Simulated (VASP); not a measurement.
# Si8O17 (a cell with a defect) in VASP: further runs, part 3 of 3

VASP 6.6.1. The steps go on from the part before.

## Step 4: Single point, LDA, collinear spin

INCAR

```
ALGO = Normal
EDIFF = 1E-7
ENCUT = 520
GGA = CA
ISIF = 2
ISMEAR = -1
ISPIN = 2
LASPH = T
LCHARG = F
LORBIT = 11
LREAL = Auto
LWAVE = F
MAGMOM = 0 0 0 0 0 0 0 0 0 0 0 0 0 0 0 0 0 0 0 0 0 0 0 0 1
NBANDS = 89
NELM = 150
PREC = Accurate
SIGMA = 0.02
```

KPOINTS

```
k-points
0
Gamma
  1 1 1
```

POSCAR

```
Si8O17
1.0
   -4.9501000000     -4.9501000000      0.0000000000
    4.9501000000     -4.9501000000      0.0000000000
    0.0000000000      0.0000000000      6.8760000000
Si O
8 17
Direct
    0.2572170259      0.4423445991     -0.0372309482
    0.1048665684      0.1474515666      0.2236183828
    0.8447304095      0.4324357084      0.4762361838
    0.0138280035      0.7436718450      0.7304973822
    0.7785701299     -0.0638168926      0.0250145433
    0.4985555847      0.6483505384      0.2687754508
    0.2996000081     -0.0508777600      0.5173065736
    0.5373426799      0.2542978930      0.7325334497
    0.3530837761      0.5508575584      0.1369691681
    1.0360497768      0.3002464597      0.3906340896
    0.7252479748      0.2980242823      0.6286358348
    0.1237045716      0.6260176562      0.8884525887
    0.9379002444      0.6008767500      0.5785922048
    0.6828245894      0.5472717723      0.3196189645
    0.1629361023      0.2481667037      0.0040575916
    0.3724975253      0.4260519989      0.7571553229
    0.9987879033     -0.0662814893      0.1186736475
    0.4408294782      0.7585402315      0.4647033159
    0.1094220319      0.9367790550      0.6343513671
    0.5293327408      0.2089149714      0.9894851658
    0.4626674209      0.0676450981      0.6652705061
    0.2645401103      0.0959778590      0.3384962187
    0.5925334842      0.8296196036      0.1504217568
    0.7930041817      0.7955899881      0.8423356603
    0.7449344458      0.1806024121      0.0545666085
```

Potentials or basis: VASP PAW LDA potentials, release 64 (Si, O).

On the command line:

```console
cat potpaw_LDA.64/Si/POTCAR potpaw_LDA.64/O/POTCAR > POTCAR
mpirun -np 1 vasp_gam > vasp.out
```

OUTCAR:

```text
EDIFF = 1E-7
   ENCUT = 520
   GGA = CA
   ISIF = 2
   ISMEAR = -1
   ISPIN = 2
   LASPH = T
   LORBIT = 11
   LREAL = Auto
   NELM = 150
   PREC = Accurate

 ion  position               nearest neighbor table
   1  0.257  0.442  0.963-  15 1.54   9 1.57  16 1.63  12 1.67  20 2.52   8 2.84   2 2.94   6 3.06
                             4 3.15
   2  0.105  0.147  0.224-  22 1.42  10 1.64  15 1.72  17 1.82   7 2.80   1 2.94   5 3.04
   3  0.845  0.432  0.476-  13 1.52  11 1.64  10 1.73  14 1.76   4 3.03   8 3.05
   4  0.014  0.744  0.730-  13 1.54  12 1.57  19 1.65  24 1.76   7 2.87   5 2.94   3 3.03   1 3.15

   5  0.779  0.936  0.025-  24 1.60  17 1.67  23 1.73  25 1.74   4 2.94   2 3.04
   6  0.499  0.648  0.269-  14 1.51   9 1.52  18 1.60  23 1.64   7 3.05   1 3.06
   7  0.300  0.949  0.517-  19 1.56  22 1.62  18 1.70  21 1.74   2 2.80   4 2.87   6 3.05   8 3.09

   8  0.537  0.254  0.733-  21 1.48  11 1.53  16 1.68  20 1.80   1 2.84   3 3.05   7 3.09
   9  0.353  0.551  0.137-   6 1.52   1 1.57
  10  0.036  0.300  0.391-   2 1.64   3 1.73
  11  0.725  0.298  0.629-   8 1.53   3 1.64
  12  0.124  0.626  0.888-   4 1.57   1 1.67
  13  0.938  0.601  0.579-   3 1.52   4 1.54
  14  0.683  0.547  0.320-   6 1.51   3 1.76
  15  0.163  0.248  0.004-   1 1.54   2 1.72
  16  0.372  0.426  0.757-   1 1.63   8 1.68
  17  0.999  0.934  0.119-   5 1.67   2 1.82
  18  0.441  0.759  0.465-   6 1.60   7 1.70
  19  0.109  0.937  0.634-   7 1.56   4 1.65
  20  0.529  0.209  0.989-  25 1.59   8 1.80   1 2.52
  21  0.463  0.068  0.665-   8 1.48   7 1.74
  22  0.265  0.096  0.338-   2 1.42   7 1.62
  23  0.593  0.830  0.150-   6 1.64   5 1.73
  24  0.793  0.796  0.842-   5 1.60   4 1.76
  25  0.745  0.181  0.055-  20 1.59   5 1.74

  LATTYP: Found a simple tetragonal cell.
 ALAT       =     7.0004985551
 C/A-ratio  =     0.9822157588

  Lattice vectors:

 A1 = (  -4.9501000000,  -4.9501000000,   0.0000000000)
 A2 = (   4.9501000000,  -4.9501000000,   0.0000000000)
 A3 = (   0.0000000000,   0.0000000000,   6.8760000000)

Analysis of symmetry for initial positions (statically):
[... 305 lines left out ...]
 k-point     1 :       0.0000    0.0000    0.0000
  band No.  band energies     occupation
      1     -19.6504      1.00000
      2     -19.0011      1.00000
      3     -18.8095      1.00000
      4     -18.5052      1.00000
      5     -18.4712      1.00000
      6     -18.1952      1.00000
[... 71 lines left out ...]
     78       9.0118      0.00000
     79       9.2365      0.00000
 [bands above 79 left out]

------------------------ aborting loop because EDIFF is reached ----------------------------------------

  FORCE on cell =-STRESS in cart. coord.  units (eV):
  Direction    XX          YY          ZZ          XY          YZ          ZX
  --------------------------------------------------------------------------------------
  -------------------------------------------------------------------------------------
  Total        2.7163207      6.5116555      4.4190389      2.4686274     -9.7658892     -6.2751887
  in kB       12.9151013     30.9605159     21.0108972     11.7374111    -46.4331948    -29.8362037
  external PRESSURE =      21.6288381 kB  Pullay stress =       0.0000000 kB

 VOLUME and BASIS-vectors are now :
 -----------------------------------------------------------------------------
  energy-cutoff  :      520.00
  volume of cell :      336.97
      direct lattice vectors                 reciprocal lattice vectors
    -4.950100000 -4.950100000  0.000000000    -0.101008060 -0.101008060  0.000000000
     4.950100000 -4.950100000  0.000000000     0.101008060 -0.101008060  0.000000000
     0.000000000  0.000000000  6.876000000     0.000000000  0.000000000  0.145433392

 POSITION                                       TOTAL-FORCE (eV/Angst)
 -----------------------------------------------------------------------------------
      0.91640     -3.46290      6.62000         2.440823     -3.073438     -3.212864
      0.21080     -1.24900      1.53760         7.362292      5.121476     -8.576383
     -2.04090     -6.32210      3.27460        -0.080905      2.535384     -3.530504
      3.61280     -3.74970      5.02290         3.010291      0.959272      3.180725
      0.78020     -8.48820      0.17200         0.823161      2.206662      3.514404
      0.74150     -5.67730      1.84810         2.443234     -4.655600     -0.765642
[... 17 lines left out ...]
      0.01280     -7.86370      5.79190        -1.073087     -2.343361     -1.861795
     -2.79350     -4.58150      0.37520        -0.049338      2.093111     -1.288952
 -----------------------------------------------------------------------------------
    total drift:                                0.017032     -0.000020     -0.011581

  FREE ENERGIE OF THE ION-ELECTRON SYSTEM (eV)
  ---------------------------------------------------
  free  energy   TOTEN  =      -203.3770555872 eV

  energy  without entropy=     -203.3770555872  energy(sigma->0) =     -203.37705559

 total charge

# of ion       s       p       d       tot
------------------------------------------
    1        0.668   1.060   0.000   1.728
    2        0.685   1.053   0.000   1.738
    3        0.638   0.953   0.000   1.591
    4        0.658   1.023   0.000   1.681
    5        0.650   0.930   0.000   1.580
    6        0.681   1.122   0.000   1.802
[... 17 lines left out ...]
   24        1.553   3.576   0.000   5.130
   25        1.579   3.304   0.000   4.883
--------------------------------------------------
tot         31.697  69.811   0.000 101.509

 magnetization (x)

# of ion       s       p       d       tot
------------------------------------------
    1        0.000   0.000   0.000   0.000
    2       -0.000  -0.000   0.000  -0.000
    3       -0.000  -0.000   0.000  -0.000
    4        0.000   0.000   0.000   0.000
    5       -0.000  -0.000   0.000  -0.000
    6       -0.000  -0.000   0.000  -0.000
[... 17 lines left out ...]
   24       -0.000   0.000   0.000   0.000
   25       -0.000  -0.000   0.000  -0.000
--------------------------------------------------
tot         -0.000   0.000   0.000   0.000
```

stdout:

```text
POSCAR found type information on POSCAR SiO
 POSCAR found :  2 types and      25 ions
 scaLAPACK will be used
 LDA part: xc-table for (Slater(with rela. corr.)+CA(PZ))
 , standard interpolation
 POSCAR, INCAR and KPOINTS ok, starting setup
 FFT: planning ... GRIDC
 FFT: planning ... GRID_SOFT
 FFT: planning ... GRID
 WAVECAR not read
 entering main loop
```

Wall time 2.6 min (1 thread of AMD EPYC 7R13, shared host); peak memory 0.28 GiB.

What came out:

| Property | Result |
| --- | --- |
| Free energy | -203.3771 eV |
| Pressure | 2.2 GPa |
| Largest force | 12.409 eV/Å |
| Band gap on the k mesh | 3.30 eV |
| Net moment | 0.00 μB per cell |
| Valence electrons inside the program's atomic spheres | Si 1.73, 1.74, 1.59, 1.68, 1.58, 1.80, 1.61, 1.78; O 5.32, 5.12, 5.26, 5.23, 5.35, 5.22, 5.20, 5.17, 5.06, 5.16, 4.88, 5.38, 5.15, 5.13 |

Forces on the atoms (eV/Å):
```
Si    2.441  -3.073  -3.213
Si    7.362   5.121  -8.576
Si   -0.081   2.535  -3.531
Si    3.010   0.959   3.181
Si    0.823   2.207   3.514
Si    2.443  -4.656  -0.766
Si   -4.246  -5.070   0.332
Si    4.275  -0.897   5.376
O    -0.092   1.875   0.518
O     4.576   1.820  -0.277
O    -0.997  -3.161  -1.751
O    -0.795   0.166   0.757
O    -0.160  -1.253  -1.080
O    -7.899   0.002   3.111
O    -0.316   3.232   2.854
O    -2.023  -0.332  -0.618
O     2.188  -2.159   1.877
O     3.967   1.549   1.477
O    -0.061   2.467   1.071
O    -1.678  -2.224  -0.811
O    -1.296   6.986  -3.796
O   -10.435  -3.186   5.431
O     0.115  -2.660  -1.930
O    -1.073  -2.343  -1.862
O    -0.049   2.093  -1.289
```

Levels at points of the mesh, in eV from the valence-band top:
Spin up:
```csv
k point,band 63,band 64,band 65,band 66,band 67,band 68,band 69,band 70,band 71,band 72
"(0.00, 0.00, 0.00)",-0.98,-0.53,-0.31,-0.11,0.00,3.30,4.11,6.12,6.20,6.70
```
Spin down:
| k point | band 65 | band 66 | band 67 | band 68 | band 69 | band 70 |
| --- | --- | --- | --- | --- | --- | --- |
| (0.00, 0.00, 0.00) | -0.31 | -0.11 | 0.00 | 3.30 | 4.11 | 6.12 |

Caveat: the k points lie up to 0.91 Å⁻¹ apart.

## Step 5: Relaxation of the atoms, LDA, collinear spin

INCAR

```
SYSTEM = Si8O17
  PREC = Accurate
  ENCUT = 520
  EDIFF = 1E-7
  ISMEAR = -1
  SIGMA = 0.02
  LREAL = Auto
  LASPH = .TRUE.
  NELM = 150
  ALGO = Normal
  ISIF = 2
  LWAVE = .FALSE.
  LCHARG = .FALSE.
  ISPIN = 2
  MAGMOM = 0 0 0 0 0 0 0 0 0 0 0 0 0 0 0 0 0 0 0 0 0 0 0 0 1
  LORBIT = 11
  GGA = CA
  IBRION = 2
  NSW = 45
  EDIFFG = -0.08
```

KPOINTS

```
Automatic mesh
0
G
  1 1 1
  0 0 0
```

POSCAR

```
Si8O17
1.0
   -4.9501000000     -4.9501000000      0.0000000000
    4.9501000000     -4.9501000000      0.0000000000
    0.0000000000      0.0000000000      6.8760000000
Si O
8 17
Direct
    0.1973000000      0.5000000000      0.0000000000
    0.0000000000      0.1973000000      0.2500000000
    0.8027000000      0.5000000000      0.5000000000
    0.0000000000      0.8027000000      0.7500000000
    0.6973000000      0.0000000000      0.0000000000
    0.5000000000      0.6973000000      0.2500000000
    0.3027000000      0.0000000000      0.5000000000
    0.5000000000      0.3027000000      0.7500000000
    0.3263000000      0.5651000000      0.1817000000
    0.9349000000      0.3263000000      0.4317000000
    0.6737000000      0.4349000000      0.6817000000
    0.0651000000      0.6737000000      0.9317000000
    0.9349000000      0.6737000000      0.5683000000
    0.6737000000      0.5651000000      0.3183000000
    0.0651000000      0.3263000000      0.0683000000
    0.3263000000      0.4349000000      0.8183000000
    0.8263000000      0.0651000000      0.1817000000
    0.4349000000      0.8263000000      0.4317000000
    0.1737000000      0.9349000000      0.6817000000
    0.5651000000      0.1737000000      0.9317000000
    0.4349000000      0.1737000000      0.5683000000
    0.1737000000      0.0651000000      0.3183000000
    0.5651000000      0.8263000000      0.0683000000
    0.8263000000      0.9349000000      0.8183000000
    0.7511506000      0.3642590000      0.0911621000
```

On the command line:

```console
cat potpaw_LDA.64/Si/POTCAR potpaw_LDA.64/O/POTCAR > POTCAR
mpirun -np 1 vasp_gam > vasp.out
```

It took 28 min on 1 thread of AMD EPYC 7R13, shared host; peak memory 0.3 GiB.

The run converged. Its results:

- Free energy: -209.3169 eV
- Energy gained by relaxing: 20.1 meV/atom
- Ionic steps: 20
- Pressure after relaxing: 0.9 GPa
- Largest force after relaxing: 0.078 eV/Å
- Band gap on the k mesh: 0.83 eV
- Net moment: 2.00 μB per cell
- Site moments: Si +0.00, -0.00; O +0.00, -0.00, +0.01, +0.12, +0.09, +1.34 μB
- Valence electrons inside the program's atomic spheres: Si 1.69, 1.65, 1.70, 1.68; O 5.23, 5.24, 5.21, 5.20, 4.63

Forces in eV/Å, atoms in the order of the input:
```
Si  -0.006 -0.010  0.000
Si   0.014 -0.014  0.008
Si   0.019 -0.015  0.010
Si  -0.041  0.043  0.009
Si  -0.014  0.033 -0.002
Si  -0.005 -0.011  0.016
Si   0.041  0.001  0.023
Si   0.003 -0.005  0.012
O    0.023 -0.034 -0.002
O    0.046 -0.033  0.009
O   -0.013  0.006 -0.032
O   -0.031 -0.056  0.020
O   -0.051 -0.014 -0.053
O   -0.011  0.020  0.005
O    0.007 -0.009 -0.044
O    0.002 -0.077 -0.006
O   -0.006  0.014  0.001
O    0.062  0.008 -0.023
O   -0.003  0.061 -0.006
O   -0.034  0.022 -0.003
O   -0.017 -0.004 -0.005
O    0.019 -0.015  0.021
O    0.011  0.015  0.024
O   -0.017  0.036 -0.032
O    0.002  0.038  0.051
```

Stress tensor (GPa, compression positive):
```
0.57 0.01 0.76
0.01 0.77 0.08
0.76 0.08 1.31
```

The path:
| step | energy change (eV) | largest force (eV/Å) | pressure (GPa) |
| --- | --- | --- | --- |
| 1 | 0.0000 | 2.0638 | 3.58 |
| 2 | -0.1886 | 2.3141 | 2.76 |
| 3 | -0.2264 | 1.7133 | 2.93 |
| 4 | -0.3976 | 0.5422 | 1.99 |
| 5 | -0.4013 | 0.6698 | 1.84 |
| 6 | -0.4376 | 0.4124 | 1.49 |
| 7 | -0.4378 | 0.3551 | 1.51 |
| 8 | -0.4535 | 0.2517 | 1.38 |
| 9 | -0.4542 | 0.2905 | 1.35 |
| 10 | -0.4660 | 0.1754 | 1.26 |
| 11 | -0.4666 | 0.2287 | 1.23 |
| 12 | -0.4770 | 0.1722 | 1.16 |
| 13 | -0.4819 | 0.2855 | 1.08 |
| 14 | -0.4886 | 0.1321 | 1.02 |
| 15 | -0.4896 | 0.1497 | 0.99 |
| 16 | -0.4930 | 0.1312 | 0.97 |
| 17 | -0.4945 | 0.1971 | 0.94 |
| 18 | -0.4974 | 0.1601 | 0.93 |
| 19 | -0.5006 | 0.1679 | 0.89 |
| 20 | -0.5024 | 0.0775 | 0.88 |

Final structure:
```xyz
25
Lattice="-4.9501 -4.9501 0.0000 4.9501 -4.9501 0.0000 0.0000 0.0000 6.8760" Properties=species:S:1:pos:R:3 pbc="T T T"
Si    1.4916   -3.4507    6.8708
Si   -3.9287   -5.8687    1.6771
Si   -1.5189   -6.4594    3.4737
Si    3.9702   -3.9933    5.1623
Si    1.4626   -8.3567    6.8724
Si    1.0040   -5.9010    1.7137
Si   -1.4604   -1.5159    3.4292
Si   -0.9866   -3.9922    5.1805
O     1.1679   -4.3620    1.2815
O    -3.0145   -6.2123    2.9578
O    -1.2070   -5.5169    4.7302
O     3.0217   -3.6576    6.4220
O    -1.3375   -7.9910    3.9152
O    -0.4946   -6.1393    2.2653
O     1.2056   -1.9195    0.4121
O     0.5445   -3.7992    5.6227
O    -3.9190   -4.3116    1.2529
O     1.9683   -6.2534    2.9453
O     3.7819   -5.5223    4.7046
O    -1.9395   -3.6221    6.4393
O    -1.3020   -3.0420    3.9221
O    -0.4955   -1.1962    2.1921
O     1.2862   -6.8161    0.4223
O     0.5524   -8.7072    5.5949
O    -1.7676   -5.7171    0.5547
```

Levels at points of the mesh, in eV from the valence-band top:
Spin up:
```
           k point  band 64  band 65  band 66  band 67  band 68  band 69  band 70  band 71  band 72  band 73
(0.00, 0.00, 0.00)    -1.53    -1.39    -1.26    -1.07    -0.91     4.53     7.32     7.40     7.46     7.52
```
Spin down:
| k point | band 62 | band 63 | band 64 | band 65 | band 66 | band 67 | band 68 | band 69 | band 70 | band 71 |
| --- | --- | --- | --- | --- | --- | --- | --- | --- | --- | --- |
| (0.00, 0.00, 0.00) | -1.69 | -1.50 | -1.44 | -1.17 | 0.00 | 0.83 | 1.20 | 4.56 | 7.36 | 7.43 |

Caveat: the k points lie up to 0.91 Å⁻¹ apart; the relaxation stopped at a loose force limit of 0.08 eV/Å, so its end isn't a converged minimum.
